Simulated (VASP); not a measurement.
# Al3Cu (Pm-3m) in VASP: a series of runs

Runs on Al3Cu. Level: r2SCAN. Tasks: single point.

Program: VASP 6.6.1. These are calculated values, not measurements. Logs are shortened: lines on timing, memory, paths and dates and some standing lists are left out, and cuts for length are marked.

## 1. The cell of the first run

Symmetry: Pm-3m, No. 221, cubic system. The conventional cell has a = 3.924 Å, b = 3.924 Å, c = 3.924 Å, α = 90.00°, β = 90.00°, γ = 90.00°. Al (site symmetry 4/mmm) has 8 Al at 2.77 Å and 4 Cu at 2.77 Å within 3.7 Å. Cu (site symmetry m-3m) has 12 Al at 2.77 Å within 3.7 Å.

## 2. Single point, r2SCAN

Contents of POSCAR:

```
Al3Cu
1.0
    3.9241510000      0.0000000000      0.0000000000
    0.0000000000      3.9241510000      0.0000000000
    0.0000000000      0.0000000000      3.9241510000
Al Cu
3 1
Direct
    0.0000000000      0.5000000000      0.5000000000
    0.5000000000      0.0000000000      0.5000000000
    0.5000000000      0.5000000000      0.0000000000
    0.0000000000      0.0000000000      0.0000000000
```

Contents of INCAR.step1:

```
SYSTEM = Al3Cu
PREC = Accurate ; ENCUT = 520
ISMEAR = 0 ; SIGMA = 0.1
LREAL = .FALSE. ; LASPH = .TRUE.
NELM = 80 ; NBANDS = 18
GGA = PE ; ALGO = Normal
EDIFF = 1E-4 ; LWAVE = .TRUE.
LCHARG = .FALSE.
```

Contents of INCAR.step2:

```
SYSTEM = Al3Cu
PREC = Accurate ; ENCUT = 520
EDIFF = 1E-6 ; ISMEAR = 0
SIGMA = 0.1 ; LREAL = .FALSE.
LASPH = .TRUE. ; NELM = 80
ALGO = Normal ; ISIF = 2
LWAVE = .FALSE. ; LCHARG = .FALSE.
METAGGA = R2SCAN ; LMIXTAU = .TRUE.
NBANDS = 18 ; ISTART = 1
```

Contents of KPOINTS:

```
regular mesh
0
G
  1 1 1
  0 0 0
```

Potentials or basis: VASP PAW PBE potentials, release 64 (Al, Cu).

The run is started by

```console
$ cat potpaw_PBE.64/Al/POTCAR potpaw_PBE.64/Cu/POTCAR > POTCAR
$ cp INCAR.step1 INCAR
$ mpirun -np 1 vasp_gam > vasp.out
$ cp INCAR.step2 INCAR
$ mpirun -np 1 vasp_gam > vasp.out
```

OUTCAR:

```text
SYSTEM = Al3Cu
   PREC = Accurate
   ENCUT = 520
   EDIFF = 1E-6
   ISMEAR = 0
   LREAL = .FALSE.
   LASPH = .TRUE.
   NELM = 80
   ISIF = 2
   METAGGA = R2SCAN
   ISTART = 1

 ion  position               nearest neighbor table
   1  0.000  0.500  0.500-   2 2.77   3 2.77   4 2.77   3 2.77   4 2.77   2 2.77   4 2.77   4 2.77
                             2 2.77   3 2.77   3 2.77   2 2.77
   2  0.500  0.000  0.500-   1 2.77   3 2.77   4 2.77   3 2.77   4 2.77   1 2.77   3 2.77   3 2.77
                             1 2.77   4 2.77   4 2.77   1 2.77
   3  0.500  0.500  0.000-   1 2.77   2 2.77   4 2.77   1 2.77   2 2.77   2 2.77   4 2.77   2 2.77
                             1 2.77   4 2.77   1 2.77   4 2.77
   4  0.000  0.000  0.000-   1 2.77   2 2.77   3 2.77   1 2.77   2 2.77   1 2.77   3 2.77   1 2.77
                             2 2.77   3 2.77   2 2.77   3 2.77

  LATTYP: Found a simple cubic cell.
 ALAT       =     3.9241510000

  Lattice vectors:

 A1 = (   3.9241510000,   0.0000000000,   0.0000000000)
 A2 = (   0.0000000000,   3.9241510000,   0.0000000000)
 A3 = (   0.0000000000,   0.0000000000,   3.9241510000)

Analysis of symmetry for initial positions (statically):
=====================================================================
 Subroutine PRICEL returns:
 Original cell was already a primitive cell.

 Routine SETGRP: Setting up the symmetry group for a
 simple cubic supercell.

 Subroutine GETGRP returns: Found 48 space group operations
 (whereof 48 operations were pure point group operations)
 out of a pool of 48 trial point group operations.

The static configuration has the point symmetry O_h .

Analysis of symmetry for dynamics (positions and initial velocities):
=====================================================================
 Subroutine PRICEL returns:
 Original cell was already a primitive cell.

 Routine SETGRP: Setting up the symmetry group for a
 simple cubic supercell.

 Subroutine GETGRP returns: Found 48 space group operations
 (whereof 48 operations were pure point group operations)
 out of a pool of 48 trial point group operations.

The dynamic configuration has the point symmetry O_h .

 Subroutine INISYM returns: Found 48 space group operations
 (whereof 48 operations are pure point group operations),
 and found     1 'primitive' translations

----------------------------------------------------------------------------------------

                                     Primitive cell

  volume of cell :      60.4278

  direct lattice vectors                    reciprocal lattice vectors
     3.924151000  0.000000000  0.000000000     0.254832192  0.000000000  0.000000000
     0.000000000  3.924151000  0.000000000     0.000000000  0.254832192  0.000000000
     0.000000000  0.000000000  3.924151000     0.000000000  0.000000000  0.254832192

  length of vectors
     3.924151000  3.924151000  3.924151000     0.254832192  0.254832192  0.254832192

  position of ions in fractional coordinates (direct lattice)
     0.000000000  0.500000000  0.500000000
     0.500000000  0.000000000  0.500000000
     0.500000000  0.500000000  0.000000000
     0.000000000  0.000000000  0.000000000

  ion indices of the primitive-cell ions
   primitive index   ion index
                 1           1
                 2           2
                 3           3
                 4           4

----------------------------------------------------------------------------------------

 KPOINTS: regular mesh

Automatic generation of k-mesh.
 Grid dimensions read from file:
 generate k-points for:    1    1    1

 Generating k-lattice:

  Cartesian coordinates                     Fractional coordinates (reciprocal lattice)
     0.254832192  0.000000000  0.000000000     1.000000000  0.000000000  0.000000000
     0.000000000  0.254832192  0.000000000     0.000000000  1.000000000  0.000000000
     0.000000000  0.000000000  0.254832192     0.000000000  0.000000000  1.000000000

  Length of vectors
     0.254832192  0.254832192  0.254832192

  Shift w.r.t. Gamma in fractional coordinates (k-lattice)
     0.000000000  0.000000000  0.000000000

 Subroutine IBZKPT returns following result:
 ===========================================

 Found      1 irreducible k-points:

 Following reciprocal coordinates:
            Coordinates               Weight
  0.000000  0.000000  0.000000      1.000000
   k-points           NKPTS =      1   k-points in BZ     NKDIM =      1   number of bands    NBANDS=     18
   number of dos      NEDOS =    301   number of ions     NIONS =      4
   total plane-waves  NPLWV =  27000
   dimension x,y,z NGX =    30 NGY =   30 NGZ =   30
   dimension x,y,z NGXF=    60 NGYF=   60 NGZF=   60
   ions per type =               3   1
   NGX,Y,Z   is equivalent  to a cutoff of  12.71, 12.71, 12.71 a.u.
   NGXF,Y,Z  is equivalent  to a cutoff of  25.42, 25.42, 25.42 a.u.
 SYSTEM =  Al3Cu
   PREC   = accura    normal or accurate (medium, high low for compatibility)
   ISTART =      1    job   : 0-new  1-cont  2-samecut
   ICHARG =      0    charge: 1-file 2-atom 10-const
   ISPIN  =      1    spin polarized calculation?
   LNONCOLLINEAR =      F non collinear calculations
   LSORBIT =      F    spin-orbit coupling
   LASPH  =      T    aspherical Exc in radial PAW
   ENCUT  =  520.0 eV  38.22 Ry    6.18 a.u.   7.30  7.30  7.30*2*pi/ulx,y,z
   NELM   =     80;   NELMIN=  2; NELMDL=  0     # of ELM steps
   EDIFF  = 0.1E-05   stopping-criterion for ELM
   LREAL  =      F    real-space projection
   EDIFFG = 0.1E-04   stopping-criterion for IOM
   NSW    =      0    number of steps for IOM
   IBRION =     -1    ionic relax: 0-MD 1-quasi-New 2-CG
   NFREE  =      0    steps in history (QN), initial steepest desc. (CG)
   ISIF   =      2    stress and relaxation
   ISYM   =      2    0-nonsym 1-usesym 2-fastsym
   POTIM  = 0.5000    time-step for ionic-motion
   TEBEG  =    0.0;   TEEND  =   0.0 temperature during run
   PSTRESS=    0.0 pullay stress
   NELECT =      20.0000    total number of electrons
   NUPDOWN=      -1.0000    fix difference up-down
   EMIN   =  10.00;   EMAX   =-10.00  energy-range for DOS
   EFERMI =   0.00;   METHOD = LEGACY
   ISMEAR =     0;   SIGMA  =   0.10  broadening in eV -4-tet -1-fermi 0-gaus
   EFERMI_NEDOS =   21; number of points for ismear=-14 and -15
   IALGO  =     38    algorithm
   IMIX   =      4    mixing-type and parameters
     AMIX     =   0.40;   BMIX     =  1.00
     AMIX_MAG =   1.60;   BMIX_MAG =  1.00
  volume/ion in A,a.u.               =      15.11       101.95
  Fermi-wavevector in a.u.,A,eV,Ry     =   1.132415  2.139955 17.447632  1.282365
  Thomas-Fermi vector in A             =   2.269116
   LORBIT       =      0    0 simple, 1 ext, 2 COOP (PROOUT), +10 PAW based schemes
   METAGGA = R2SCAN    functional components
   LHFCALC =     F    Hartree Fock is set to
   AEXX    =    0.0000 exact exchange contribution
   IVDW    =     0    specifies the selected vdW correction
   LEPSILON=     F    determine dielectric tensor
   LRPA    =     F    only Hartree local field effects (RPA)
 non-spin polarized calculation
 Gauss-broadening in eV      SIGMA  =   0.10
  energy-cutoff  :      520.00
  volume of cell :       60.43
 maximum number of plane-waves:       824
 NGX is ok and might be reduce to    30
   NGX = 15   NGY = 15   NGZ = 15

 number of electron      20.0000019 magnetization

 Free energy of the ion-electron system (eV)
  ---------------------------------------------------
  ext. energy  EPLUGINS =         0.00000000
  ---------------------------------------------------
  free energy    TOTEN  =       -24.12731980 eV

  energy without entropy =      -24.12714947  energy(sigma->0) =      -24.12723463

 E-fermi :   8.2581     XC(G=0): -11.4456

 val. band max:        8.0027672764   @ k =   0.0000   0.0000   0.0000
 cond. band min:       8.5257943963   @ k =   0.0000   0.0000   0.0000
 fundamental gap:      0.5230271199
 Fermi energy:         8.2580592438

 k-point     1 :       0.0000    0.0000    0.0000
  band No.  band energies     occupation
      1      -3.4122      2.00000
      2       2.7808      2.00000
      3       2.7808      2.00000
      4       3.1542      2.00000
      5       3.1542      2.00000
      6       3.1542      2.00000
[... 10 lines left out ...]
     17      15.3965      0.00000
     18      15.3965      0.00000

------------------------ aborting loop because EDIFF is reached ----------------------------------------

  FORCE on cell =-STRESS in cart. coord.  units (eV):
  Direction    XX          YY          ZZ          XY          YZ          ZX
  --------------------------------------------------------------------------------------
  -------------------------------------------------------------------------------------
  Total       -3.1445756     -3.1445756     -3.1445756     -0.0000000      0.0000000     -0.0000000
  in kB      -83.3749327    -83.3749327    -83.3749327     -0.0000000      0.0000000     -0.0000000
  external PRESSURE =     -83.3749327 kB  Pullay stress =       0.0000000 kB

 VOLUME and BASIS-vectors are now :
 -----------------------------------------------------------------------------
  energy-cutoff  :      520.00
  volume of cell :       60.43
      direct lattice vectors                 reciprocal lattice vectors
     3.924151000  0.000000000  0.000000000     0.254832192  0.000000000  0.000000000
     0.000000000  3.924151000  0.000000000     0.000000000  0.254832192  0.000000000
     0.000000000  0.000000000  3.924151000     0.000000000  0.000000000  0.254832192

 POSITION                                       TOTAL-FORCE (eV/Angst)
 -----------------------------------------------------------------------------------
      0.00000      1.96208      1.96208         0.000000      0.000000      0.000000
      1.96208      0.00000      1.96208         0.000000      0.000000      0.000000
      1.96208      1.96208      0.00000         0.000000      0.000000      0.000000
      0.00000      0.00000      0.00000         0.000000      0.000000      0.000000
 -----------------------------------------------------------------------------------
    total drift:                                0.000000     -0.000000      0.000000

  FREE ENERGIE OF THE ION-ELECTRON SYSTEM (eV)
  ---------------------------------------------------
  free  energy   TOTEN  =       -24.1273197965 eV

  energy  without entropy=      -24.1271494729  energy(sigma->0) =      -24.12723463
```

It took 16 s on 1 thread of Intel Xeon 6975P-C, shared host; peak memory 0.16 GiB.

Results:

| Property | Result |
| --- | --- |
| Free energy | -24.1273 eV |
| Pressure | -8.3 GPa |
| Band gap on the k mesh | 0.52 eV |

Levels at points of the mesh, in eV from the valence-band top:
| k point | band 8 | band 9 | band 10 | band 11 | band 12 | band 13 |
| --- | --- | --- | --- | --- | --- | --- |
| (0.00, 0.00, 0.00) | -2.34 | -2.34 | 0.00 | 0.52 | 0.52 | 6.94 |

Caveat: the k points lie up to 1.60 Å⁻¹ apart; the PAW data sets were made with another functional, which shifts forces and pressure a little. A k mesh can miss the band edges.

## 3. Single point, r2SCAN

POSCAR is that of step 2.

Contents of INCAR.step1:

```
PREC = Accurate
ENCUT = 520
ISMEAR = 0
SIGMA = 0.1
LREAL = F
LASPH = T
NELM = 60
NBANDS = 18
GGA = PE
ALGO = Normal
EDIFF = 1E-4
LWAVE = T
LCHARG = F
```

Contents of INCAR.step2:

```
PREC = Accurate
ENCUT = 520
EDIFF = 1E-7
ISMEAR = 0
SIGMA = 0.1
LREAL = F
LASPH = T
NELM = 60
ALGO = Normal
ISIF = 2
LWAVE = F
LCHARG = T
METAGGA = R2SCAN
LMIXTAU = T
LELF = T
LVHAR = T
NBANDS = 18
ISTART = 1
```

Contents of KPOINTS:

```
Automatic mesh
0
Gamma
  2 2 2
```

Potentials or basis: VASP PAW PBE potentials, release 64 (Al, Cu).

The run is started by

```console
$ cat potpaw_PBE.64/Al/POTCAR potpaw_PBE.64/Cu/POTCAR > POTCAR
$ cp INCAR.step1 INCAR
$ mpirun -np 1 vasp_std > vasp.out
$ cp INCAR.step2 INCAR
$ mpirun -np 1 vasp_std > vasp.out
```

OUTCAR:

```text
PREC = Accurate
   ENCUT = 520
   EDIFF = 1E-7
   ISMEAR = 0
   LREAL = F
   LASPH = T
   NELM = 60
   ISIF = 2
   METAGGA = R2SCAN
   ISTART = 1

 ion  position               nearest neighbor table
   1  0.000  0.500  0.500-   2 2.77   3 2.77   4 2.77   3 2.77   4 2.77   2 2.77   4 2.77   4 2.77
                             2 2.77   3 2.77   3 2.77   2 2.77
   2  0.500  0.000  0.500-   1 2.77   3 2.77   4 2.77   3 2.77   4 2.77   1 2.77   3 2.77   3 2.77
                             1 2.77   4 2.77   4 2.77   1 2.77
   3  0.500  0.500  0.000-   1 2.77   2 2.77   4 2.77   1 2.77   2 2.77   2 2.77   4 2.77   2 2.77
[... 266 lines left out ...]
  --------------------------------------------------------------------------------------
  -------------------------------------------------------------------------------------
  Total       -1.1812198     -1.1812198     -1.1812198      0.0000000      0.0000000     -0.0000000
  in kB      -31.3187332    -31.3187332    -31.3187332      0.0000000      0.0000000     -0.0000000
  external PRESSURE =     -31.3187332 kB  Pullay stress =       0.0000000 kB

 VOLUME and BASIS-vectors are now :
 -----------------------------------------------------------------------------
  energy-cutoff  :      520.00
  volume of cell :       60.43
      direct lattice vectors                 reciprocal lattice vectors
     3.924151000  0.000000000  0.000000000     0.254832192  0.000000000  0.000000000
     0.000000000  3.924151000  0.000000000     0.000000000  0.254832192  0.000000000
     0.000000000  0.000000000  3.924151000     0.000000000  0.000000000  0.254832192

 POSITION                                       TOTAL-FORCE (eV/Angst)
 -----------------------------------------------------------------------------------
      0.00000      1.96208      1.96208         0.000000      0.000000      0.000000
      1.96208      0.00000      1.96208         0.000000      0.000000      0.000000
      1.96208      1.96208      0.00000         0.000000      0.000000      0.000000
      0.00000      0.00000      0.00000         0.000000      0.000000      0.000000
 -----------------------------------------------------------------------------------
    total drift:                                0.000000     -0.000000     -0.000000

  FREE ENERGIE OF THE ION-ELECTRON SYSTEM (eV)
  ---------------------------------------------------
  free  energy   TOTEN  =       -29.0990987091 eV

  energy  without entropy=      -29.0332174049  energy(sigma->0) =      -29.06615806
```

OSZICAR.step1:

```text
N       E                     dE             d eps       ncg     rms          rms(c)
DAV:   1     0.777034647400E+02    0.77703E+02   -0.83151E+03   144   0.112E+03
DAV:   2    -0.124705524953E+02   -0.90174E+02   -0.83269E+02   152   0.213E+02
DAV:   3    -0.161612661079E+02   -0.36907E+01   -0.35684E+01   188   0.498E+01
DAV:   4    -0.162393114141E+02   -0.78045E-01   -0.77836E-01   224   0.583E+00
DAV:   5    -0.162410407061E+02   -0.17293E-02   -0.17292E-02   208   0.882E-01    0.194E+01
DAV:   6    -0.242201146545E+02   -0.79791E+01   -0.16830E+02   160   0.197E+02    0.174E+01
DAV:   7    -0.143655738735E+02    0.98545E+01   -0.22605E+01   166   0.706E+01    0.751E+00
DAV:   8    -0.132409783821E+02    0.11246E+01   -0.20405E+00   192   0.338E+01    0.263E+00
DAV:   9    -0.131973429715E+02    0.43635E-01   -0.13040E+00   184   0.229E+01    0.310E+00
DAV:  10    -0.131687013207E+02    0.28642E-01   -0.12058E+00   164   0.187E+01    0.234E+00
DAV:  11    -0.131207541186E+02    0.47947E-01   -0.40153E-02   216   0.438E+00    0.143E+00
DAV:  12    -0.130975750366E+02    0.23179E-01   -0.70575E-02   174   0.529E+00    0.129E-01
DAV:  13    -0.130991429530E+02   -0.15679E-02   -0.50065E-03   236   0.839E-01    0.377E-01
DAV:  14    -0.130989471564E+02    0.19580E-03   -0.41049E-05   106   0.104E-01    0.360E-01
DAV:  15    -0.130977013685E+02    0.12458E-02   -0.28732E-03   182   0.115E+00    0.273E-02
DAV:  16    -0.130977033399E+02   -0.19713E-05   -0.72060E-05   108   0.102E-01
   1 F= -.13097703E+02 E0= -.13058971E+02  d E =-.774657E-01
```

Run time: 27 s. Hardware: 1 thread of Intel Xeon 6975P-C, shared host; peak memory 0.17 GiB.

Results:

```yaml
Free_energy: -29.0991 eV
Pressure: -3.1 GPa
Band_gap_on_the_k_mesh: zero (band 10 reaches 9.55 eV, above the bottom of band 11 at 6.18 eV)
```

Levels at points of the mesh, in eV from the Fermi level:
| k point | band 7 | band 8 | band 9 | band 10 | band 11 | band 12 | band 13 | band 14 |
| --- | --- | --- | --- | --- | --- | --- | --- | --- |
| (0.00, 0.00, 0.00) | -2.87 | -2.87 | -2.87 | -0.86 | 0.30 | 0.30 | 6.51 | 6.51 |
| (0.50, 0.00, 0.00) | -3.84 | -0.06 | -0.06 | -0.03 | -0.03 | 0.46 | 2.00 | 2.14 |
| (0.50, 0.50, 0.00) | -3.85 | -3.76 | -3.55 | 1.07 | 2.74 | 2.74 | 3.16 | 3.78 |
| (0.50, 0.50, 0.50) | -4.47 | -3.84 | -3.84 | -2.77 | -2.30 | -2.30 | -2.30 | 12.46 |

Caveat: the k points lie up to 0.80 Å⁻¹ apart; the PAW data sets were made with another functional, which shifts forces and pressure a little.

(Part 1 of 2 ends here.)
